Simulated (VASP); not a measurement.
A run of VASP 6.6.1 is set up as follows.

The input INCAR:

```
SYSTEM = WS2
PREC = Accurate
ENCUT = 520
EDIFF = 1E-6
ISMEAR = 0
SIGMA = 0.02
LREAL = .FALSE.
LASPH = .TRUE.
NELM = 100
ALGO = Normal
ISIF = 2
LWAVE = .FALSE.
LCHARG = .TRUE.
GGA = CA
LELF = .TRUE.
LVHAR = .TRUE.
NBANDS = 35
```

The input KPOINTS:

```
regular mesh
0
G
  9 9 2
  0 0 0
```

POSCAR

```
WS2
1.0
    3.1800000000      0.0000000000      0.0000000000
   -1.5900000000      2.7539607840      0.0000000000
    0.0000000000      0.0000000000     12.5000000000
W S
2 4
Direct
    0.6666666667      0.3333333333      0.7500000000
    0.3333333333      0.6666666667      0.2500000000
    0.6666666667      0.3333333333      0.3750000000
    0.3333333333      0.6666666667      0.8750000000
    0.6666666667      0.3333333333      0.1258000000
    0.3333333333      0.6666666667      0.6250000000
```

Potentials or basis: VASP PAW LDA potentials, release 64 (W_sv, S).

Run with:

```console
$ cat potpaw_LDA.64/W_sv/POTCAR potpaw_LDA.64/S/POTCAR > POTCAR
$ mpirun -np 1 vasp_std > vasp.out
```

Q: Predict the band gap on the k mesh.

A: 1.08 eV, indirect (least direct gap 1.71 eV).

Q: Estimate the largest force.

A: 0.311 eV/Å.

Q: What does it give for the pressure?

A: -5.0 GPa.

Forces on the atoms (eV/Å):
```
W    0.000  0.000  0.000
W    0.000  0.000  0.157
S    0.000  0.000 -0.292
S    0.000  0.000 -0.310
S    0.000  0.000  0.133
S    0.000  0.000  0.311
```

Caveat: spin-orbit coupling is left out, which moves the levels of the heavy elements. As with any semilocal functional, this LDA gap is likely too small.
